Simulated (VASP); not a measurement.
# GaN (R3m) in VASP: further runs, part 2 of 2

VASP 6.6.1.

**4. Single point, PBE (epitaxial 111 strain +2.0%)**

INCAR

```
SYSTEM = GaN
PREC     = Accurate       ! precision mode
ENCUT    = 520            ! plane-wave cutoff, eV
EDIFF    = 1E-6           ! SCF threshold, eV
ISMEAR   = -1             ! smearing method
SIGMA    = 0.02           ! smearing width, eV
LREAL    = .FALSE.        ! projectors in reciprocal space
LASPH    = .TRUE.         ! aspherical terms in the spheres
NELM     = 100            ! most SCF steps
ALGO     = Normal         ! electronic algorithm
ISIF     = 2              ! what is computed and relaxed
LWAVE    = .FALSE.        ! write WAVECAR
LCHARG   = .FALSE.        ! write CHGCAR
GGA      = PE             ! functional
NBANDS   = 16             ! bands
```

KPOINTS

```
Automatic mesh
0
G
  10 10 10
  0 0 0
```

POSCAR

```
GaN
1.0
   -0.0424854305      2.2514461614      2.2514461614
    2.2514461614     -0.0424854305      2.2514461614
    2.2514461614      2.2514461614     -0.0424854305
Ga N
1 1
Direct
   -0.0012512220     -0.0012512220     -0.0012512220
    0.2512512220      0.2512512220      0.2512512220
```

Potentials or basis: VASP PAW PBE potentials, release 64 (Ga_d, N).

Started as:

```
$ cat potpaw_PBE.64/Ga_d/POTCAR potpaw_PBE.64/N/POTCAR > POTCAR
$ mpirun -np 1 vasp_std > vasp.out
```

OUTCAR:

```text
SYSTEM = GaN
   PREC = Accurate
   ENCUT = 520
   EDIFF = 1E-6
   ISMEAR = -1
   LREAL = .FALSE.
   LASPH = .TRUE.
   NELM = 100
   ISIF = 2
   GGA = PE

 ion  position               nearest neighbor table
   1  0.999  0.999  0.999-   2 1.95   2 1.97   2 1.97   2 1.97
   2  0.251  0.251  0.251-   1 1.95   1 1.97   1 1.97   1 1.97

  LATTYP: Found a trigonal (rhomboedric) cell.
 ALAT       =     3.1843091318
 COS(alpha) =     0.4810440682

  Lattice vectors:

 A1 = (  -0.0424854305,   2.2514461614,   2.2514461614)
 A2 = (   2.2514461614,  -0.0424854305,   2.2514461614)
 A3 = (   2.2514461614,   2.2514461614,  -0.0424854305)

Analysis of symmetry for initial positions (statically):
=====================================================================
 Subroutine PRICEL returns:
 Original cell was already a primitive cell.

 Routine SETGRP: Setting up the symmetry group for a
 trigonal (rhombohedral) supercell.

 Subroutine GETGRP returns: Found  6 space group operations
 (whereof  6 operations were pure point group operations)
 out of a pool of 12 trial point group operations.
[... 156 lines left out ...]
  ext. energy  EPLUGINS =         0.00000000
  ---------------------------------------------------
  free energy    TOTEN  =       -12.14227103 eV

  energy without entropy =      -12.14227103  energy(sigma->0) =      -12.14227103

 E-fermi :   5.4594     XC(G=0): -11.5337

 val. band max:        5.1189734186   @ k =   0.0000   0.0000   0.0000
 cond. band min:       6.5541354887   @ k =   0.0000   0.0000   0.0000
 fundamental gap:      1.4351620700
 Fermi energy:         5.4593716162

 k-point     1 :       0.0000    0.0000    0.0000
  band No.  band energies     occupation
      1     -10.7101      2.00000
      2      -8.4172      2.00000
      3      -8.4172      2.00000
      4      -8.4096      2.00000
      5      -8.1199      2.00000
      6      -8.1199      2.00000
[... 433 lines left out ...]
      3      -8.2101      2.00000
      4      -8.2029      2.00000
      5      -8.0637      2.00000
      6      -7.1672      2.00000
[... 8 lines left out ...]
     15      26.7975      0.00000
     16      27.2642      0.00000

 [... further k-points ...]
[... 5 lines left out ...]
  --------------------------------------------------------------------------------------
  -------------------------------------------------------------------------------------
  Total        0.0782707      0.0782707      0.0782707      0.4021212      0.4021212      0.4021212
  in kB        5.3428696      5.3428696      5.3428696     27.4493582     27.4493582     27.4493582
  external PRESSURE =       5.3428696 kB  Pullay stress =       0.0000000 kB

 VOLUME and BASIS-vectors are now :
 -----------------------------------------------------------------------------
  energy-cutoff  :      520.00
  volume of cell :       23.47
      direct lattice vectors                 reciprocal lattice vectors
    -0.042485430  2.251446161  2.251446161    -0.215890263  0.220042528  0.220042528
     2.251446161 -0.042485430  2.251446161     0.220042528 -0.215890263  0.220042528
     2.251446161  2.251446161 -0.042485430     0.220042528  0.220042528 -0.215890263

 POSITION                                       TOTAL-FORCE (eV/Angst)
 -----------------------------------------------------------------------------------
      4.45483      4.45483      4.45483        -0.013300     -0.013300     -0.013300
      1.12068      1.12068      1.12068         0.013300      0.013300      0.013300
 -----------------------------------------------------------------------------------
    total drift:                                0.000026      0.000026      0.000025

  FREE ENERGIE OF THE ION-ELECTRON SYSTEM (eV)
  ---------------------------------------------------
  free  energy   TOTEN  =       -12.1422710348 eV

  energy  without entropy=      -12.1422710347  energy(sigma->0) =      -12.14227103
```

OSZICAR:

```text
N       E                     dE             d eps       ncg     rms          rms(c)
DAV:   1     0.825743139668E+02    0.82574E+02   -0.92544E+03  4152   0.201E+03
DAV:   2    -0.829611387030E+01   -0.90870E+02   -0.84411E+02  4312   0.327E+02
DAV:   3    -0.140378147080E+02   -0.57417E+01   -0.57213E+01  4176   0.703E+01
DAV:   4    -0.141042863617E+02   -0.66472E-01   -0.66463E-01  4792   0.814E+00
DAV:   5    -0.141051245242E+02   -0.83816E-03   -0.83816E-03  4320   0.820E-01    0.763E+00
DAV:   6    -0.121446134827E+02    0.19605E+01   -0.49456E+00  5600   0.390E+01    0.269E+00
DAV:   7    -0.121501802187E+02   -0.55667E-02   -0.30770E-01  4024   0.668E+00    0.176E+00
DAV:   8    -0.121464503890E+02    0.37298E-02   -0.63367E-02  4120   0.319E+00    0.833E-01
DAV:   9    -0.121419544141E+02    0.44960E-02   -0.13974E-02  5632   0.258E+00    0.221E-01
DAV:  10    -0.121423602795E+02   -0.40587E-03   -0.14266E-03  4088   0.483E-01    0.115E-01
DAV:  11    -0.121422661753E+02    0.94104E-04   -0.25783E-04  5400   0.253E-01    0.815E-03
DAV:  12    -0.121422711987E+02   -0.50233E-05   -0.29147E-05  4104   0.488E-02    0.803E-03
DAV:  13    -0.121422710348E+02    0.16391E-06   -0.51769E-07  3336   0.127E-02
   1 F= -.12142271E+02 E0= -.12142271E+02  d E =-.299834E-10
```

stdout:

```text
POSCAR found type information on POSCAR GaN
 POSCAR found :  2 types and       2 ions
 scaLAPACK will be used
 LDA part: xc-table for (Slater+PW92), standard interpolation
 POSCAR, INCAR and KPOINTS ok, starting setup
 FFT: planning ... GRIDC
 FFT: planning ... GRID_SOFT
 FFT: planning ... GRID
 WAVECAR not read
 entering main loop
```

Run time: 68 s. Hardware: 1 thread of AMD EPYC 7R13 (Zen 3), shared host; peak memory 0.14 GiB.

Results:

- Free energy: -12.1423 eV
- Pressure: 0.5 GPa
- Largest force: 0.023 eV/Å
- Band gap on the k mesh: 1.44 eV, direct

Forces in eV/Å, atoms in the order of the input:
```
Ga  -0.013 -0.013 -0.013
N    0.013  0.013  0.013
```

Caveat: the cell differs from its parent crystal (epitaxial 111 strain +2.0%).

**5. Single point, PBE (epitaxial 111 strain +3.0%)**

INCAR

```
PREC = Accurate ; ENCUT = 520
EDIFF = 1E-7 ; ISMEAR = -1
SIGMA = 0.02 ; LREAL = F
LASPH = T ; NELM = 60
ALGO = Normal ; ISIF = 2
LWAVE = F ; LCHARG = T
GGA = PE ; LELF = T
LVHAR = T ; NBANDS = 16
```

KPOINTS

```
Automatic mesh
0
Gamma
  10 10 10
```

POSCAR

```
GaN
1.0
   -0.0633654888      2.2530556285      2.2530556285
    2.2530556285     -0.0633654888      2.2530556285
    2.2530556285      2.2530556285     -0.0633654888
Ga N
1 1
Direct
   -0.0018114739     -0.0018114739     -0.0018114739
    0.2518114739      0.2518114739      0.2518114739
```

Started as:

```
$ cat potpaw_PBE.64/Ga_d/POTCAR potpaw_PBE.64/N/POTCAR > POTCAR
$ mpirun -np 1 vasp_std > vasp.out
```

It took 44 s on 1 thread of AMD EPYC 7R13 (Zen 3), shared host; peak memory 0.13 GiB.

The run converged. Its results:

| Property | Result |
| --- | --- |
| Free energy | -12.1273 eV |
| Pressure | -2.0 GPa |
| Largest force | 0.029 eV/Å |
| Band gap on the k mesh | 1.27 eV, direct |

Forces on the atoms (eV/Å):
```
Ga  -0.017 -0.017 -0.017
N    0.017  0.017  0.017
```

Stress tensor (GPa, compression positive):
```
-2.01  3.94  3.94
 3.94 -2.01  3.94
 3.94  3.94 -2.01
```

Levels at points of the mesh, in eV from the valence-band top:
```
           k point  band 7  band 8  band 9  band 10  band 11  band 12
(0.00, 0.00, 0.00)   -0.22   -0.22    0.00     1.27     9.61     9.61
(0.50, 0.00, 0.00)   -6.97   -1.08   -0.93     4.32     8.26    10.03
(0.50, 0.50, 0.00)   -6.10   -2.89   -2.52     3.15     6.31    11.21
(0.50, 0.50, 0.50)   -6.77   -1.24   -1.24     3.85     8.52     9.58
```

Caveat: the cell differs from its parent crystal (epitaxial 111 strain +3.0%).

**6. Single point, PBE (epitaxial 111 strain +4.0%)**

INCAR

```
SYSTEM = GaN
ALGO = Normal
EDIFF = 1E-6
ENCUT = 520
GGA = PE
ISIF = 2
ISMEAR = -1
LASPH = .True.
LCHARG = .True.
LELF = .True.
LREAL = .False.
LVHAR = .True.
LWAVE = .False.
NBANDS = 16
NELM = 100
PREC = Accurate
SIGMA = 0.02
```

KPOINTS

```
k-points
0
Gamma
  10 10 10
  0 0 0
```

POSCAR

```
GaN
1.0
   -0.0841429794      2.2547676633      2.2547676633
    2.2547676633     -0.0841429794      2.2547676633
    2.2547676633      2.2547676633     -0.0841429794
Ga N
1 1
Direct
   -0.0022964890     -0.0022964890     -0.0022964890
    0.2522964890      0.2522964890      0.2522964890
```

Potentials or basis: VASP PAW PBE potentials, release 64 (Ga_d, N).

Started as:

```
$ cat potpaw_PBE.64/Ga_d/POTCAR potpaw_PBE.64/N/POTCAR > POTCAR
$ mpirun -np 1 vasp_std > vasp.out
```

OUTCAR:

```text
SYSTEM = GaN
   EDIFF = 1E-6
   ENCUT = 520
   GGA = PE
   ISIF = 2
   ISMEAR = -1
   LASPH = .True.
   LREAL = .False.
   NELM = 100
   PREC = Accurate

 ion  position               nearest neighbor table
   1  0.998  0.998  0.998-   2 1.95   2 2.00   2 2.00   2 2.00
   2  0.252  0.252  0.252-   1 1.95   1 2.00   1 2.00   1 2.00

  LATTYP: Found a trigonal (rhomboedric) cell.
 ALAT       =     3.1898329850
 COS(alpha) =     0.4623602495

  Lattice vectors:

 A1 = (  -0.0841429794,   2.2547676633,   2.2547676633)
 A2 = (   2.2547676633,  -0.0841429794,   2.2547676633)
 A3 = (   2.2547676633,   2.2547676633,  -0.0841429794)

Analysis of symmetry for initial positions (statically):
=====================================================================
 Subroutine PRICEL returns:
 Original cell was already a primitive cell.

 Routine SETGRP: Setting up the symmetry group for a
 trigonal (rhombohedral) supercell.

 Subroutine GETGRP returns: Found  6 space group operations
 (whereof  6 operations were pure point group operations)
 out of a pool of 12 trial point group operations.

The static configuration has the point symmetry C_3v.

Analysis of symmetry for dynamics (positions and initial velocities):
=====================================================================
 Subroutine PRICEL returns:
 Original cell was already a primitive cell.

 Routine SETGRP: Setting up the symmetry group for a
 trigonal (rhombohedral) supercell.

 Subroutine GETGRP returns: Found  6 space group operations
 (whereof  6 operations were pure point group operations)
 out of a pool of 12 trial point group operations.

The dynamic configuration has the point symmetry C_3v.

 Subroutine INISYM returns: Found  6 space group operations
 (whereof  6 operations are pure point group operations),
 and found     1 'primitive' translations

----------------------------------------------------------------------------------------
[... 110 lines left out ...]
   IALGO  =     38    algorithm
   IMIX   =      4    mixing-type and parameters
     AMIX     =   0.40;   BMIX     =  1.00
     AMIX_MAG =   1.60;   BMIX_MAG =  1.00
  volume/ion in A,a.u.               =      12.10        81.69
  Fermi-wavevector in a.u.,A,eV,Ry     =   1.483108  2.802667 29.927485  2.199608
  Thomas-Fermi vector in A             =   2.596810
   LORBIT       =      0    0 simple, 1 ext, 2 COOP (PROOUT), +10 PAW based schemes
   GGA     = PE    functional components
   LHFCALC =     F    Hartree Fock is set to
   AEXX    =    0.0000 exact exchange contribution
   IVDW    =     0    specifies the selected vdW correction
   LEPSILON=     F    determine dielectric tensor
   LRPA    =     F    only Hartree local field effects (RPA)
 non-spin polarized calculation
  energy-cutoff  :      520.00
  volume of cell :       24.21
 maximum number of plane-waves:       663
   NGX = 11   NGY = 11   NGZ = 11

 number of electron      18.0000000 magnetization

 Free energy of the ion-electron system (eV)
  ---------------------------------------------------
  ext. energy  EPLUGINS =         0.00000000
  ---------------------------------------------------
  free energy    TOTEN  =       -12.10210862 eV

  energy without entropy =      -12.10210862  energy(sigma->0) =      -12.10210862

 E-fermi :   5.3197     XC(G=0): -11.3724

 val. band max:        4.8760988554   @ k =   0.0000   0.0000   0.0000
 cond. band min:       5.9862844902   @ k =   0.0000   0.0000   0.0000
 fundamental gap:      1.1101856348
 Fermi energy:         5.3196668454

 k-point     1 :       0.0000    0.0000    0.0000
  band No.  band energies     occupation
      1     -10.7813      2.00000
      2      -8.7314      2.00000
      3      -8.7314      2.00000
      4      -8.7175      2.00000
      5      -8.4604      2.00000
      6      -8.4604      2.00000
[... 433 lines left out ...]
      3      -8.5442      2.00000
      4      -8.5306      2.00000
      5      -8.4093      2.00000
      6      -7.4650      2.00000
[... 8 lines left out ...]
     15      25.8023      0.00000
     16      26.6738      0.00000

 [... further k-points ...]

------------------------ aborting loop because EDIFF is reached ----------------------------------------

  FORCE on cell =-STRESS in cart. coord.  units (eV):
  Direction    XX          YY          ZZ          XY          YZ          ZX
  --------------------------------------------------------------------------------------
  -------------------------------------------------------------------------------------
  Total       -0.6500730     -0.6500730     -0.6500730      0.7625640      0.7625640      0.7625640
  in kB      -43.0223047    -43.0223047    -43.0223047     50.4670387     50.4670387     50.4670387
  external PRESSURE =     -43.0223047 kB  Pullay stress =       0.0000000 kB

 VOLUME and BASIS-vectors are now :
 -----------------------------------------------------------------------------
  energy-cutoff  :      520.00
  volume of cell :       24.21
      direct lattice vectors                 reciprocal lattice vectors
    -0.084142979  2.254767663  2.254767663    -0.209710090  0.217839377  0.217839377
     2.254767663 -0.084142979  2.254767663     0.217839377 -0.209710090  0.217839377
     2.254767663  2.254767663 -0.084142979     0.217839377  0.217839377 -0.209710090

 POSITION                                       TOTAL-FORCE (eV/Angst)
 -----------------------------------------------------------------------------------
      4.41523      4.41523      4.41523        -0.022464     -0.022464     -0.022464
      1.11651      1.11651      1.11651         0.022464      0.022464      0.022464
 -----------------------------------------------------------------------------------
    total drift:                                0.000126      0.000126      0.000125

  FREE ENERGIE OF THE ION-ELECTRON SYSTEM (eV)
  ---------------------------------------------------
  free  energy   TOTEN  =       -12.1021086229 eV

  energy  without entropy=      -12.1021086229  energy(sigma->0) =      -12.10210862
```

OSZICAR:

```text
N       E                     dE             d eps       ncg     rms          rms(c)
DAV:   1     0.831714092927E+02    0.83171E+02   -0.94658E+03  4176   0.199E+03
DAV:   2    -0.801016501903E+01   -0.91182E+02   -0.84374E+02  4240   0.330E+02
DAV:   3    -0.139535898249E+02   -0.59434E+01   -0.59194E+01  4328   0.709E+01
DAV:   4    -0.140235835723E+02   -0.69994E-01   -0.69984E-01  4608   0.832E+00
DAV:   5    -0.140245689964E+02   -0.98542E-03   -0.98542E-03  4400   0.878E-01    0.753E+00
DAV:   6    -0.121098433301E+02    0.19147E+01   -0.50122E+00  5584   0.382E+01    0.271E+00
DAV:   7    -0.121105234077E+02   -0.68008E-03   -0.29587E-01  3976   0.683E+00    0.175E+00
DAV:   8    -0.121065942618E+02    0.39291E-02   -0.71479E-02  4104   0.312E+00    0.878E-01
DAV:   9    -0.121017460644E+02    0.48482E-02   -0.13347E-02  5576   0.239E+00    0.255E-01
DAV:  10    -0.121021868619E+02   -0.44080E-03   -0.13473E-03  4096   0.415E-01    0.141E-01
DAV:  11    -0.121021046079E+02    0.82254E-04   -0.21659E-04  5304   0.247E-01    0.171E-02
DAV:  12    -0.121021086417E+02   -0.40338E-05   -0.24424E-05  4112   0.440E-02    0.121E-03
DAV:  13    -0.121021086229E+02    0.18837E-07   -0.44439E-07  3512   0.128E-02
   1 F= -.12102109E+02 E0= -.12102109E+02  d E =-.220205E-12
```

stdout:

```text
POSCAR found type information on POSCAR GaN
 POSCAR found :  2 types and       2 ions
 scaLAPACK will be used
 LDA part: xc-table for (Slater+PW92), standard interpolation
 POSCAR, INCAR and KPOINTS ok, starting setup
 FFT: planning ... GRIDC
 FFT: planning ... GRID_SOFT
 FFT: planning ... GRID
 WAVECAR not read
 entering main loop
```

Wall time 52 s (1 thread of AMD EPYC 7R13 (Zen 3), shared host); peak memory 0.14 GiB.

Results:

```yaml
Free_energy: -12.1021 eV
Pressure: -4.3 GPa
Largest_force: 0.039 eV/Å
Band_gap_on_the_k_mesh: 1.11 eV, direct
```

Forces on the atoms (eV/Å):
```
Ga  -0.022 -0.022 -0.022
N    0.022  0.022  0.022
```

Levels at points of the mesh, in eV from the valence-band top:
```csv
k point,band 6,band 7,band 8,band 9,band 10,band 11,band 12,band 13
"(0.00, 0.00, 0.00)",-13.34,-0.28,-0.28,0.00,1.11,9.39,9.39,10.65
"(0.50, 0.00, 0.00)",-12.14,-6.93,-1.09,-0.91,4.20,8.10,9.91,10.35
"(0.50, 0.50, 0.00)",-11.64,-6.07,-2.92,-2.44,3.07,6.22,11.03,12.99
"(0.50, 0.50, 0.50)",-11.87,-6.67,-1.31,-1.31,3.60,8.45,9.34,9.34
```

Caveat: the cell differs from its parent crystal (epitaxial 111 strain +4.0%).

**7. Overview**

| cell | gap on the mesh (eV) | pressure (GPa) | largest force (eV/Å) |
| --- | --- | --- | --- |
| a = 3.179 Å, angles 59.4°, 2 atoms | 1.83 | 9.5 | 0.01 |
| a = 3.182 Å, angles 60.6°, 2 atoms | 1.60 | 3.3 | 0.01 |
| a = 3.184 Å, angles 61.2°, 2 atoms | 1.44 | 0.5 | 0.02 |
| a = 3.187 Å, angles 61.9°, 2 atoms | 1.27 | -2.0 | 0.03 |
| a = 3.190 Å, angles 62.5°, 2 atoms | 1.11 | -4.3 | 0.04 |

Alike in all rows: task single point; level PBE; potentials or basis VASP PAW PBE potentials, release 64 (Ga_d, N); no spin polarisation; k mesh 10 × 10 × 10; cutoff (eV) 520; smearing fermi-dirac 0.02 eV.

Total energies depend on the potentials used, so only differences within one code and one set of settings carry meaning.
